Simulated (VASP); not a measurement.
# SiO2 (P4_2/mnm) in VASP: further runs

The runs below take SiO2 through single point, with PBE.

Program: VASP 6.6.1. These are calculated values, not measurements. Logs are shortened: lines on timing, memory, paths and dates and some standing lists are left out, and cuts for length are marked.

## 1. The cell of the first run

It takes space group P4_2/mnm (No. 136, tetragonal). Conventional cell: a = 4.236 Å, b = 4.236 Å, c = 2.851 Å, α = 90.00°, β = 90.00°, γ = 90.00°. Within 2.4 Å of Si (site symmetry mmm) lie 6 O at 1.84 Å. O (site symmetry m2m) has 3 Si at 1.84 Å and 1 O at 2.31 Å within 2.4 Å.

## 2. Single point, PBE

File INCAR:

```
SYSTEM = SiO2
PREC = Accurate
ENCUT = 520
EDIFF = 1E-6
ISMEAR = 0
SIGMA = 0.05
LREAL = .False.
LASPH = .True.
NELM = 60
ALGO = Normal
ISIF = 2
LWAVE = .False.
LCHARG = .False.
GGA = PE
NBANDS = 25
```

File KPOINTS:

```
Automatic mesh
0
Gamma
  6 6 8
  0 0 0
```

File POSCAR:

```
SiO2
1.0
    4.2358788249      0.0000000000      0.0000000000
    0.0000000000      4.2358788249      0.0000000000
    0.0000000000      0.0000000000      2.8512000000
Si O
2 4
Direct
    0.5000000000      0.5000000000      0.5000000000
    0.0000000000      0.0000000000      0.0000000000
    0.6930127928      0.6930127928      0.0000000000
    0.1930127928      0.8069872072      0.5000000000
    0.3069872072      0.3069872072      0.0000000000
    0.8069872072      0.1930127928      0.5000000000
```

Potentials or basis: VASP PAW PBE potentials, release 64 (Si, O).

Run with:

```
> cat potpaw_PBE.64/Si/POTCAR potpaw_PBE.64/O/POTCAR > POTCAR
> mpirun -np 1 vasp_std > vasp.out
```

OUTCAR:

```text
SYSTEM = SiO2
   PREC = Accurate
   ENCUT = 520
   EDIFF = 1E-6
   ISMEAR = 0
   LREAL = .False.
   LASPH = .True.
   NELM = 60
   ISIF = 2
   GGA = PE

 ion  position               nearest neighbor table
   1  0.500  0.500  0.500-   3 1.84   5 1.84   3 1.84   5 1.84   4 1.84   6 1.84
   2  0.000  0.000  0.000-   4 1.84   6 1.84   4 1.84   6 1.84   5 1.84   3 1.84
   3  0.693  0.693  0.000-   1 1.84   1 1.84   2 1.84
   4  0.193  0.807  0.500-   2 1.84   2 1.84   1 1.84
   5  0.307  0.307  0.000-   1 1.84   1 1.84   2 1.84
   6  0.807  0.193  0.500-   2 1.84   2 1.84   1 1.84

  LATTYP: Found a simple tetragonal cell.
 ALAT       =     4.2358788249
 C/A-ratio  =     0.6731070736

  Lattice vectors:

 A1 = (   4.2358788249,   0.0000000000,   0.0000000000)
 A2 = (   0.0000000000,   4.2358788249,   0.0000000000)
 A3 = (   0.0000000000,   0.0000000000,   2.8512000000)

Analysis of symmetry for initial positions (statically):
=====================================================================
 Subroutine PRICEL returns:
 Original cell was already a primitive cell.

 Routine SETGRP: Setting up the symmetry group for a
 simple tetragonal supercell.

 Subroutine GETGRP returns: Found 16 space group operations
 (whereof  8 operations were pure point group operations)
 out of a pool of 16 trial point group operations.

The static configuration has the point symmetry D_2h.
 The point group associated with its full space group is D_4h.

Analysis of symmetry for dynamics (positions and initial velocities):
=====================================================================
 Subroutine PRICEL returns:
 Original cell was already a primitive cell.

 Routine SETGRP: Setting up the symmetry group for a
 simple tetragonal supercell.

 Subroutine GETGRP returns: Found 16 space group operations
 (whereof  8 operations were pure point group operations)
 out of a pool of 16 trial point group operations.

The dynamic configuration has the point symmetry D_2h.
 The point group associated with its full space group is D_4h.

 Subroutine INISYM returns: Found 16 space group operations
 (whereof  8 operations are pure point group operations),
 and found     1 'primitive' translations

----------------------------------------------------------------------------------------

                                     Primitive cell

  volume of cell :      51.1581

  direct lattice vectors                    reciprocal lattice vectors
     4.235878825  0.000000000  0.000000000     0.236078519  0.000000000  0.000000000
     0.000000000  4.235878825  0.000000000     0.000000000  0.236078519  0.000000000
     0.000000000  0.000000000  2.851200000     0.000000000  0.000000000  0.350729517

  length of vectors
     4.235878825  4.235878825  2.851200000     0.236078519  0.236078519  0.350729517

  position of ions in fractional coordinates (direct lattice)
     0.500000000  0.500000000  0.500000000
     0.000000000  0.000000000  0.000000000
     0.693012793  0.693012793  0.000000000
     0.193012793  0.806987207  0.500000000
     0.306987207  0.306987207  0.000000000
     0.806987207  0.193012793  0.500000000

  ion indices of the primitive-cell ions
   primitive index   ion index
                 1           1
                 2           2
                 3           3
                 4           4
                 5           5
                 6           6

----------------------------------------------------------------------------------------

 KPOINTS: Automatic mesh

Automatic generation of k-mesh.
 Grid dimensions read from file:
 generate k-points for:    6    6    8

 Generating k-lattice:

  Cartesian coordinates                     Fractional coordinates (reciprocal lattice)
     0.039346420  0.000000000  0.000000000     0.166666667  0.000000000  0.000000000
     0.000000000  0.039346420  0.000000000     0.000000000  0.166666667  0.000000000
     0.000000000  0.000000000  0.043841190     0.000000000  0.000000000  0.125000000

  Length of vectors
     0.039346420  0.039346420  0.043841190

  Shift w.r.t. Gamma in fractional coordinates (k-lattice)
     0.000000000  0.000000000  0.000000000

 Subroutine IBZKPT returns following result:
 ===========================================

 Found     50 irreducible k-points:

 Following reciprocal coordinates:
            Coordinates               Weight
  0.000000  0.000000  0.000000      1.000000
  0.166667  0.000000  0.000000      4.000000
  0.333333  0.000000  0.000000      4.000000
  0.500000  0.000000  0.000000      2.000000
  0.166667  0.166667  0.000000      4.000000
  0.333333  0.166667  0.000000      8.000000
[... 16 lines left out ...]
  0.333333  0.000000  0.250000      8.000000
  0.500000  0.000000  0.250000      4.000000
 [... further k-points ...]
   k-points           NKPTS =     50   k-points in BZ     NKDIM =     50   number of bands    NBANDS=     25
   number of dos      NEDOS =    301   number of ions     NIONS =      6
   total plane-waves  NPLWV =  24576
   dimension x,y,z NGX =    32 NGY =   32 NGZ =   24
   dimension x,y,z NGXF=    64 NGYF=   64 NGZF=   48
   ions per type =               2   4
   NGX,Y,Z   is equivalent  to a cutoff of  12.56, 12.56, 13.99 a.u.
   NGXF,Y,Z  is equivalent  to a cutoff of  25.12, 25.12, 27.99 a.u.
 SYSTEM =  SiO2
   PREC   = accura    normal or accurate (medium, high low for compatibility)
   ISTART =      0    job   : 0-new  1-cont  2-samecut
   ICHARG =      2    charge: 1-file 2-atom 10-const
   ISPIN  =      1    spin polarized calculation?
   LNONCOLLINEAR =      F non collinear calculations
   LSORBIT =      F    spin-orbit coupling
   LASPH  =      T    aspherical Exc in radial PAW
   ENCUT  =  520.0 eV  38.22 Ry    6.18 a.u.   7.88  7.88  5.30*2*pi/ulx,y,z
   NELM   =     60;   NELMIN=  2; NELMDL= -5     # of ELM steps
   EDIFF  = 0.1E-05   stopping-criterion for ELM
   LREAL  =      F    real-space projection
   EDIFFG = 0.1E-04   stopping-criterion for IOM
   NSW    =      0    number of steps for IOM
   IBRION =     -1    ionic relax: 0-MD 1-quasi-New 2-CG
   NFREE  =      0    steps in history (QN), initial steepest desc. (CG)
   ISIF   =      2    stress and relaxation
   ISYM   =      2    0-nonsym 1-usesym 2-fastsym
   POTIM  = 0.5000    time-step for ionic-motion
   TEBEG  =    0.0;   TEEND  =   0.0 temperature during run
   PSTRESS=    0.0 pullay stress
   NELECT =      32.0000    total number of electrons
   NUPDOWN=      -1.0000    fix difference up-down
   EMIN   =  10.00;   EMAX   =-10.00  energy-range for DOS
   EFERMI =   0.00;   METHOD = LEGACY
   ISMEAR =     0;   SIGMA  =   0.05  broadening in eV -4-tet -1-fermi 0-gaus
   EFERMI_NEDOS =   21; number of points for ismear=-14 and -15
   IALGO  =     38    algorithm
   IMIX   =      4    mixing-type and parameters
     AMIX     =   0.40;   BMIX     =  1.00
     AMIX_MAG =   1.60;   BMIX_MAG =  1.00
  volume/ion in A,a.u.               =       8.53        57.54
  Fermi-wavevector in a.u.,A,eV,Ry     =   1.400081  2.645770 26.670515  1.960228
  Thomas-Fermi vector in A             =   2.523077
   LORBIT       =      0    0 simple, 1 ext, 2 COOP (PROOUT), +10 PAW based schemes
   GGA     = PE    functional components
   LHFCALC =     F    Hartree Fock is set to
   AEXX    =    0.0000 exact exchange contribution
   IVDW    =     0    specifies the selected vdW correction
   LEPSILON=     F    determine dielectric tensor
   LRPA    =     F    only Hartree local field effects (RPA)
 non-spin polarized calculation
 Gauss-broadening in eV      SIGMA  =   0.05
  energy-cutoff  :      520.00
  volume of cell :       51.16
 maximum number of plane-waves:      1411
 NGX is ok and might be reduce to    32
   NGX = 15   NGY = 15   NGZ = 11

 number of electron      32.0000013 magnetization

 Free energy of the ion-electron system (eV)
  ---------------------------------------------------
  ext. energy  EPLUGINS =         0.00000000
  ---------------------------------------------------
  free energy    TOTEN  =       -46.00839495 eV

  energy without entropy =      -46.00839495  energy(sigma->0) =      -46.00839495

 E-fermi :   7.3347     XC(G=0): -11.8112

 val. band max:        7.0378085076   @ k =   0.0000   0.0000   0.0000
 cond. band min:      10.8508305909   @ k =   0.0000   0.0000   0.0000
 fundamental gap:      3.8130220833
 Fermi energy:         7.3346605435

 k-point     1 :       0.0000    0.0000    0.0000
  band No.  band energies     occupation
      1     -14.5416      2.00000
      2     -11.2633      2.00000
      3     -11.2633      2.00000
      4     -11.0304      2.00000
      5      -3.2316      2.00000
      6       1.3898      2.00000
[... 17 lines left out ...]
     24      20.4446      0.00000
     25      21.9727      0.00000

 k-point     2 :       0.1667    0.0000    0.0000
  band No.  band energies     occupation
      1     -14.4059      2.00000
      2     -11.8271      2.00000
      3     -11.2001      2.00000
      4     -10.7493      2.00000
      5      -2.9977      2.00000
      6       0.6363      2.00000
[... 17 lines left out ...]
     24      19.9680      0.00000
     25      21.8209      0.00000

 k-point     3 :       0.3333    0.0000    0.0000
  band No.  band energies     occupation
      1     -14.0101      2.00000
      2     -12.6231      2.00000
      3     -11.0318      2.00000
      4     -10.6827      2.00000
      5      -2.3780      2.00000
      6      -0.4727      2.00000
[... 17 lines left out ...]
     24      20.2182      0.00000
     25      20.3200      0.00000

 k-point     4 :       0.5000    0.0000    0.0000
  band No.  band energies     occupation
      1     -13.3917      2.00000
      2     -13.3917      2.00000
      3     -10.8225      2.00000
      4     -10.8225      2.00000
      5      -1.5084      2.00000
      6      -1.5084      2.00000
[... 17 lines left out ...]
     24      19.0205      0.00000
     25      21.3256      0.00000

 k-point     5 :       0.1667    0.1667    0.0000
  band No.  band energies     occupation
      1     -14.2739      2.00000
      2     -11.9908      2.00000
      3     -11.3451      2.00000
      4     -10.6741      2.00000
      5      -2.7546      2.00000
      6       0.4319      2.00000
[... 17 lines left out ...]
     24      19.9139      0.00000
     25      21.7919      0.00000

 k-point     6 :       0.3333    0.1667    0.0000
  band No.  band energies     occupation
      1     -13.8909      2.00000
      2     -12.5941      2.00000
      3     -11.2466      2.00000
      4     -10.7493      2.00000
      5      -2.1234      2.00000
      6      -0.3501      2.00000
[... 17 lines left out ...]
     24      20.1880      0.00000
     25      20.3943      0.00000
[... 393 lines left out ...]
 k-point    21 :       0.0000    0.0000    0.2500
  band No.  band energies     occupation
      1     -13.8752      2.00000
      2     -11.1803      2.00000
      3     -11.0011      2.00000
      4     -11.0011      2.00000
      5      -3.0785      2.00000
      6       0.6645      2.00000
[... 17 lines left out ...]
     24      20.1282      0.00000
     25      20.3204      0.00000

 k-point    22 :       0.1667    0.0000    0.2500
  band No.  band energies     occupation
      1     -13.7525      2.00000
      2     -11.5810      2.00000
      3     -10.9665      2.00000
      4     -10.8170      2.00000
      5      -2.8099      2.00000
      6       0.2648      2.00000
[... 17 lines left out ...]
     24      19.8094      0.00000
     25      20.5730      0.00000

 k-point    23 :       0.3333    0.0000    0.2500
  band No.  band energies     occupation
      1     -13.3980      2.00000
      2     -12.2078      2.00000
      3     -10.8796      2.00000
      4     -10.7437      2.00000
      5      -2.0903      2.00000
      6      -0.1600      2.00000
[... 17 lines left out ...]
     24      19.0847      0.00000
     25      20.3449      0.00000

 k-point    24 :       0.5000    0.0000    0.2500
  band No.  band energies     occupation
      1     -12.8556      2.00000
      2     -12.8556      2.00000
      3     -10.7851      2.00000
      4     -10.7851      2.00000
      5      -1.0950      2.00000
      6      -1.0950      2.00000
[... 17 lines left out ...]
     24      19.0156      0.00000
     25      20.2438      0.00000

 [... further k-points ...]

------------------------ aborting loop because EDIFF is reached ----------------------------------------

  FORCE on cell =-STRESS in cart. coord.  units (eV):
  Direction    XX          YY          ZZ          XY          YZ          ZX
  --------------------------------------------------------------------------------------
  -------------------------------------------------------------------------------------
  Total       -2.9042416     -2.9042416    -10.5195976      0.0000000      0.0000000      0.0000000
  in kB      -90.9554210    -90.9554210   -329.4541405      0.0000000      0.0000000      0.0000000
  external PRESSURE =    -170.4549942 kB  Pullay stress =       0.0000000 kB

 VOLUME and BASIS-vectors are now :
 -----------------------------------------------------------------------------
  energy-cutoff  :      520.00
  volume of cell :       51.16
      direct lattice vectors                 reciprocal lattice vectors
     4.235878825  0.000000000  0.000000000     0.236078519  0.000000000  0.000000000
     0.000000000  4.235878825  0.000000000     0.000000000  0.236078519  0.000000000
     0.000000000  0.000000000  2.851200000     0.000000000  0.000000000  0.350729517

 POSITION                                       TOTAL-FORCE (eV/Angst)
 -----------------------------------------------------------------------------------
      2.11794      2.11794      1.42560         0.000000      0.000000      0.000000
      0.00000      0.00000      0.00000         0.000000      0.000000      0.000000
      2.93552      2.93552      0.00000         0.102425      0.102425      0.000000
      0.81758      3.41830      1.42560         0.102425     -0.102425      0.000000
      1.30036      1.30036      0.00000        -0.102425     -0.102425     -0.000000
      3.41830      0.81758      1.42560        -0.102425      0.102425      0.000000
 -----------------------------------------------------------------------------------
    total drift:                                0.000000      0.000000     -0.000000

  FREE ENERGIE OF THE ION-ELECTRON SYSTEM (eV)
  ---------------------------------------------------
  free  energy   TOTEN  =       -46.0083949526 eV

  energy  without entropy=      -46.0083949526  energy(sigma->0) =      -46.00839495
```

Run time: 72 s. Hardware: 1 thread of Intel Xeon 8259CL, shared host; peak memory 0.19 GiB.

Results:

```
Free energy            : -46.0084 eV
Pressure               : -17.0 GPa
Largest force          : 0.145 eV/Å
Band gap on the k mesh : 3.81 eV
```

Forces in eV/Å, atoms in the order of the input:
```
Si   0.000  0.000  0.000
Si   0.000  0.000  0.000
O    0.102  0.102  0.000
O    0.102 -0.102  0.000
O   -0.102 -0.102  0.000
O   -0.102  0.102  0.000
```

Stress tensor (GPa, compression positive):
```
 -9.10   0.00   0.00
  0.00  -9.10   0.00
  0.00   0.00 -32.95
```

Caveat: the cell stands under tension.

(Continued in part 2 of 2.)
